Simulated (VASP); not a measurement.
Write the native input for VASP 6.6.1 that does the following.

```yaml
Task: single point
Functional: LDA
Potentials_or_basis: VASP PAW LDA potentials, release 64 (In_d, Se)
Cutoff: 520 eV
k_mesh: 8 × 8 × 8
Occupations: fermi-dirac, width 0.05 eV
Spin: no spin polarisation
Dipole_correction: no
Further_INCAR_settings: ALGO = Normal; EDIFF = 1e-06; NBANDS = 27
```

The structure of InSe lies in POSCAR:

```
InSe
1.0
    2.0392256448      1.1773474750      8.6055322212
   -2.0392256448      1.1773474750      8.6055322212
    0.0000000000     -2.3546949500      8.6055322212
In Se
2 2
Direct
    0.8886000000      0.8886000000      0.8886000000
    0.0000000000      0.0000000000      0.0000000000
    0.1719000000      0.1719000000      0.1719000000
    0.3835000000      0.3835000000      0.3835000000
```

One way to write it, as run:

INCAR

```
  PREC = Accurate
  ENCUT = 520
  EDIFF = 1E-6
  ISMEAR = -1
  SIGMA = 0.05
  LREAL = F
  LASPH = T
  NELM = 60
  ALGO = Normal
  ISIF = 2
  LWAVE = F
  LCHARG = F
  GGA = CA
  NBANDS = 27
```

KPOINTS

```
Automatic mesh
0
Gamma
  8 8 8
```

Potentials or basis: VASP PAW LDA potentials, release 64 (In_d, Se).

The run is started by

```sh
$ cat potpaw_LDA.64/In_d/POTCAR potpaw_LDA.64/Se/POTCAR > POTCAR
$ mpirun -np 1 vasp_std > vasp.out
```

It gave:

| Item | Value |
| --- | --- |
| Pressure | -3.8 GPa |
| Largest force | 0.447 eV/Å |
| Band gap on the k mesh | 0.10 eV |

Caveat: the cell stands under tension; spin-orbit coupling is left out, which moves the levels of the heavy elements.

Wall time 12 min on 1 thread of AMD EPYC 9R45 96-Core Processor (Zen 5), with other jobs on the host, peak memory 0.56 GiB.
